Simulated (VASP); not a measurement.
# CO2 (Pa-3) in VASP: a series of runs, part 2 of 2

VASP 6.6.1. Earlier steps stand in the parts before.

## Step 4: Relaxation of cell and atoms, PBEsol, target pressure 1.74 GPa, at which the enthalpy is minimised

This run uses another cell than the first one, of 14.87 Å³/atom.

The input, INCAR:

```
SYSTEM = CO2
PREC = Accurate
ENCUT = 600
EDIFF = 1E-6
ISMEAR = 0
SIGMA = 0.1
LREAL = .False.
LASPH = .True.
NELM = 60
ALGO = Normal
ISIF = 3
LWAVE = .False.
LCHARG = .False.
GGA = PS
IBRION = 2
NSW = 80
EDIFFG = -0.05
PSTRESS = 17.4
```

The input, KPOINTS:

```
Automatic mesh
0
Gamma
  4 4 4
  0 0 0
```

The input, POSCAR:

```
CO2
1.0
    5.6300000000      0.0000000000      0.0000000000
    0.0000000000      5.6300000000      0.0000000000
    0.0000000000      0.0000000000      5.6300000000
C O
4 8
Direct
    0.0000000000      0.0000000000      0.0000000000
    0.5000000000      0.0000000000      0.5000000000
    0.5000000000      0.5000000000      0.0000000000
    0.0000000000      0.5000000000      0.5000000000
    0.1080000000      0.1080000000      0.1080000000
    0.3920000000      0.8920000000      0.6080000000
    0.6080000000      0.3920000000      0.8920000000
    0.8920000000      0.6080000000      0.3920000000
    0.8920000000      0.8920000000      0.8920000000
    0.6080000000      0.1080000000      0.3920000000
    0.3920000000      0.6080000000      0.1080000000
    0.1080000000      0.3920000000      0.6080000000
```

Potentials or basis: VASP PAW PBE potentials, release 64 (C, O).

Started as:

```console
$ cat potpaw_PBE.64/C/POTCAR potpaw_PBE.64/O/POTCAR > POTCAR
$ mpirun -np 1 vasp_std > vasp.out
```

OUTCAR:

```text
SYSTEM = CO2
   PREC = Accurate
   ENCUT = 600
   EDIFF = 1E-6
   ISMEAR = 0
   LREAL = .False.
   LASPH = .True.
   NELM = 60
   ISIF = 3
   GGA = PS
   IBRION = 2
   NSW = 80
   EDIFFG = -0.05
   PSTRESS = 17.4

 ion  position               nearest neighbor table
   1  0.000  0.000  0.000-   5 1.05   9 1.05
   2  0.500  0.000  0.500-   6 1.05  10 1.05
   3  0.500  0.500  0.000-   7 1.05  11 1.05
   4  0.000  0.500  0.500-   8 1.05  12 1.05
   5  0.108  0.108  0.108-   1 1.05
   6  0.392  0.892  0.608-   2 1.05
   7  0.608  0.392  0.892-   3 1.05
   8  0.892  0.608  0.392-   4 1.05
   9  0.892  0.892  0.892-   1 1.05
  10  0.608  0.108  0.392-   2 1.05
  11  0.392  0.608  0.108-   3 1.05
  12  0.108  0.392  0.608-   4 1.05

  LATTYP: Found a simple cubic cell.
 ALAT       =     5.6300000000

  Lattice vectors:
[... 199 lines left out ...]
  external PRESSURE =     457.3132100 kB  Pullay stress =      17.4000000 kB
[... 127 lines left out ...]
  energy  without entropy=      -31.1858245514  energy(sigma->0) =      -31.30888703

  enthalpy is  TOTEN    =       -28.3201313068 eV   P V=        3.1118182078

[... ionic steps 4 to 18 ...]

--------------------------------------- Ionic step       19  -------------------------------------------

 number of electron      64.0000000 magnetization

------------------------ aborting loop because EDIFF is reached ----------------------------------------
[... 91 lines left out ...]
--------------------------------------- Ionic step       21  -------------------------------------------

 number of electron      64.0000000 magnetization

 Free energy of the ion-electron system (eV)
  ---------------------------------------------------
  ext. energy  EPLUGINS =         0.00000000
  ---------------------------------------------------
  free energy    TOTEN  =       -95.25147490 eV

  energy without entropy =      -95.25147490  energy(sigma->0) =      -95.25147490

 E-fermi :  -2.2328     XC(G=0):  -8.8122

 val. band max:       -2.6792125135   @ k =   0.0000   0.0000   0.0000
 cond. band min:       4.1209085950   @ k =   0.0000   0.0000   0.0000
 fundamental gap:      6.8001211085
 Fermi energy:        -2.2328456375

 k-point     1 :       0.0000    0.0000    0.0000
  band No.  band energies     occupation
      1     -23.4302      2.00000
      2     -23.0554      2.00000
      3     -23.0554      2.00000
      4     -23.0554      2.00000
      5     -22.1885      2.00000
      6     -22.1885      2.00000
[... 494 lines left out ...]
  energy  without entropy=      -95.2514748996  energy(sigma->0) =      -95.25147490

  enthalpy is  TOTEN    =       -93.6070381737 eV   P V=        1.6444367259

 reached required accuracy - stopping structural energy minimisation
```

OSZICAR:

```text
N       E                     dE             d eps       ncg     rms          rms(c)
DAV:   1     0.521595140645E+03    0.52160E+03   -0.37248E+04   858   0.167E+03
DAV:   2    -0.601809681858E+02   -0.58178E+03   -0.57235E+03  1122   0.380E+02
DAV:   3    -0.974421553073E+02   -0.37261E+02   -0.37152E+02  1005   0.103E+02
[... 223 lines left out ...]
DAV:   4    -0.952514880213E+02    0.17002E-03   -0.12053E-03   935   0.172E-01    0.297E-02
DAV:   5    -0.952514788231E+02    0.91982E-05   -0.58957E-05   949   0.466E-02    0.179E-02
DAV:   6    -0.952514763455E+02    0.24777E-05   -0.11505E-05   989   0.187E-02    0.598E-03
DAV:   7    -0.952514752170E+02    0.11285E-05   -0.29166E-06   717   0.953E-03    0.168E-03
DAV:   8    -0.952514748996E+02    0.31741E-06   -0.31853E-07   513   0.339E-03
  21 F= -.93607038E+02 E0= -.93607038E+02  d E =-.162431E-02
```

Run time: 18 min. Hardware: 1 thread of Intel Xeon Platinum 8488C (Sapphire Rapids), shared host; peak memory 0.36 GiB.

Results:

```yaml
Free_energy: -95.2515 eV
Relaxed_volume: 12.62 Å³/atom
Relaxed_cell: a = 5.330 Å, b = 5.330 Å, c = 5.330 Å, α = 90.00°, β = 90.00°, γ = 90.00°
Space_group_after_relaxing_to_0.1_Å: Pa-3 (No. 205)
Energy_change_on_relaxing_the_run_minimises_the_enthalpy: -654.6 meV/atom
Ionic_steps: 21
Pressure_after_relaxing: 1.8 GPa
Largest_force_after_relaxing: 0.017 eV/Å
Band_gap_on_the_k_mesh: 6.80 eV
```

Forces in eV/Å, atoms in the order of the input:
```
C    0.000  0.000  0.000
C    0.000  0.000  0.000
C    0.000  0.000  0.000
C    0.000  0.000  0.000
O    0.010  0.010  0.010
O   -0.010 -0.010  0.010
O    0.010 -0.010 -0.010
O   -0.010  0.010 -0.010
O   -0.010 -0.010 -0.010
O    0.010  0.010 -0.010
O   -0.010  0.010  0.010
O    0.010 -0.010  0.010
```

The path:
```tsv
step	energy change (eV)	largest force (eV/Å)	pressure (GPa)	volume (Å³)
1	0.0000	19.0705	47.47	178.45
2	61.4237	1.7310	-15.97	312.06
3	55.9649	3.0918	-17.93	286.53
4	47.2438	6.0585	-23.97	261.52
5	17.8100	11.1918	-34.40	217.35
6	0.4112	9.9358	-28.86	197.26
7	-6.0039	6.0196	-17.03	187.70
8	-7.6937	2.5284	-7.07	183.04
9	-7.9689	0.2657	-0.78	180.74
10	-7.9712	0.1228	0.29	180.38
11	-7.9707	0.1654	0.42	180.34
12	-7.9698	0.2284	0.66	177.62
13	-7.9558	0.4414	1.60	169.63
14	-7.8505	0.9641	4.47	154.37
15	-7.8523	0.8745	4.25	153.93
16	-7.8535	0.6111	3.59	152.60
17	-7.8374	0.1022	2.29	149.98
18	-7.8364	0.0846	2.25	149.89
19	-7.8383	0.0788	2.21	150.05
20	-7.8440	0.0579	2.09	150.50
21	-7.8546	0.0175	1.84	151.42
```

Final structure:
```yaml
crystal:
  lattice:
    - [5.32999, 0.00000, 0.00000]
    - [0.00000, 5.32999, 0.00000]
    - [0.00000, 0.00000, 5.32999]
  atoms:
    - { symbol: C, position: [0.00000, 0.00000, 0.00000] }
    - { symbol: C, position: [0.50000, 0.00000, 0.50000] }
    - { symbol: C, position: [0.50000, 0.50000, 0.00000] }
    - { symbol: C, position: [0.00000, 0.50000, 0.50000] }
    - { symbol: O, position: [0.12688, 0.12688, 0.12688] }
    - { symbol: O, position: [0.37312, 0.87312, 0.62688] }
    - { symbol: O, position: [0.62688, 0.37312, 0.87312] }
    - { symbol: O, position: [0.87312, 0.62688, 0.37312] }
    - { symbol: O, position: [0.87312, 0.87312, 0.87312] }
    - { symbol: O, position: [0.62688, 0.12688, 0.37312] }
    - { symbol: O, position: [0.37312, 0.62688, 0.12688] }
    - { symbol: O, position: [0.12688, 0.37312, 0.62688] }
```

Caveat: the cell is relaxed towards a set pressure, so the run minimises the enthalpy, not the energy; the volume moved by over 15 % at a fixed basis, so the end points are rough; this functional lacks dispersion, which holds the molecules together, so the pressure and a relaxed volume are unreliable; the PAW data sets were made with another functional, which shifts forces and pressure a little. A k mesh can miss the band edges.

## Step 5: Single point, PBEsol

The input, INCAR:

```
SYSTEM = CO2
PREC = Accurate
ENCUT = 910
EDIFF = 1E-6
ISMEAR = 0
SIGMA = 0.1
LREAL = .FALSE.
LASPH = .TRUE.
NELM = 120
ALGO = Normal
ISIF = 2
LWAVE = .FALSE.
LCHARG = .FALSE.
GGA = PS
NBANDS = 44
GGA_COMPAT = .FALSE.
```

The input, KPOINTS:

```
regular mesh
0
G
  4 4 4
  0 0 0
```

The input, POSCAR:

```
CO2
1.0
    5.4058748019      0.0000000000      0.0000000000
    0.0000000000      5.4058748019      0.0000000000
    0.0000000000      0.0000000000      5.4058748019
C O
4 8
Direct
    0.0000000000      0.0000000000      0.0000000000
    0.5000000000      0.0000000000      0.5000000000
    0.5000000000      0.5000000000      0.0000000000
    0.0000000000      0.5000000000      0.5000000000
    0.1244143774      0.1244143774      0.1244143774
    0.3755856226      0.8755856226      0.6244143774
    0.6244143774      0.3755856226      0.8755856226
    0.8755856226      0.6244143774      0.3755856226
    0.8755856226      0.8755856226      0.8755856226
    0.6244143774      0.1244143774      0.3755856226
    0.3755856226      0.6244143774      0.1244143774
    0.1244143774      0.3755856226      0.6244143774
```

Potentials or basis: VASP PAW PBE potentials, release 64 (C_h, O_h).

Started as:

```console
$ cat potpaw_PBE.64/C_h/POTCAR potpaw_PBE.64/O_h/POTCAR > POTCAR
$ mpirun -np 1 vasp_std > vasp.out
```

It took 98 s on 1 thread of AMD EPYC 9R45 (Zen 5), shared host; peak memory 0.43 GiB.

It converged, with:

```yaml
Free_energy: -96.2460 eV
Pressure: 1.6 GPa
Largest_force: 0.171 eV/Å
Band_gap_on_the_k_mesh: 6.85 eV
```

Forces on the atoms (eV/Å):
```
C    0.000  0.000  0.000
C    0.000  0.000  0.000
C    0.000  0.000  0.000
C    0.000  0.000  0.000
O    0.099  0.099  0.099
O   -0.099 -0.099  0.099
O    0.099 -0.099 -0.099
O   -0.099  0.099 -0.099
O   -0.099 -0.099 -0.099
O    0.099  0.099 -0.099
O   -0.099  0.099  0.099
O    0.099 -0.099  0.099
```

Levels at points of the mesh, in eV from the valence-band top:
```csv
k point,band 29,band 30,band 31,band 32,band 33,band 34,band 35,band 36
"(0.00, 0.00, 0.00)",-0.26,-0.26,0.00,0.00,6.85,7.92,7.92,7.92
"(0.50, 0.00, 0.00)",-0.39,-0.39,-0.09,-0.09,7.84,7.84,8.13,8.13
"(0.50, 0.50, 0.00)",-0.35,-0.35,-0.35,-0.35,7.84,7.84,7.84,7.84
"(0.50, 0.50, 0.50)",-0.41,-0.41,-0.41,-0.41,7.83,7.83,7.83,7.83
```

Caveat: this functional lacks dispersion, which holds the molecules together, so the pressure and a relaxed volume are unreliable; the PAW data sets were made with another functional, which shifts forces and pressure a little.

## Step 6: Summary

| task | potentials or basis | cell | cutoff (eV) | smearing | gap on the mesh (eV) | pressure (GPa) | largest force (eV/Å) |
| --- | --- | --- | --- | --- | --- | --- | --- |
| relaxation of cell and atoms | VASP PAW PBE potentials, release 64 (C, O) | relaxed to 1.74 GPa from a = 5.406 Å, 12 atoms, atomic positions A | 600 | gaussian 0.1 eV | 6.75 | 1.2 | 0.01 |
| relaxation of cell and atoms | VASP PAW PBE potentials, release 64 (C, O) | relaxed to 1.74 GPa from a = 5.406 Å, 12 atoms, atomic positions A | 600 | gaussian 0.01 eV | 6.79 | 1.7 | - |
| relaxation of cell and atoms | VASP PAW PBE potentials, release 64 (C, O) | relaxed to 1.74 GPa from a = 5.630 Å, 12 atoms, atomic positions B | 600 | gaussian 0.1 eV | 6.80 | 1.8 | 0.02 |
| single point | VASP PAW PBE potentials, release 64 (C_h, O_h) | a = 5.406 Å, 12 atoms, atomic positions A | 910 | gaussian 0.1 eV | 6.85 | 1.6 | 0.17 |

Alike in all rows: level PBEsol; no spin polarisation; k mesh 4 × 4 × 4.

Caveats: this functional lacks dispersion, which holds the molecules together, so the pressure and a relaxed volume are unreliable; the PAW data sets were made with another functional, which shifts forces and pressure a little; the cell is relaxed towards a set pressure, so the run minimises the enthalpy, not the energy (at least some runs); the volume moved by over 15 % at a fixed basis, so the end points are rough (at least some runs).

Absolute energies hang on the potentials; compare differences alone.
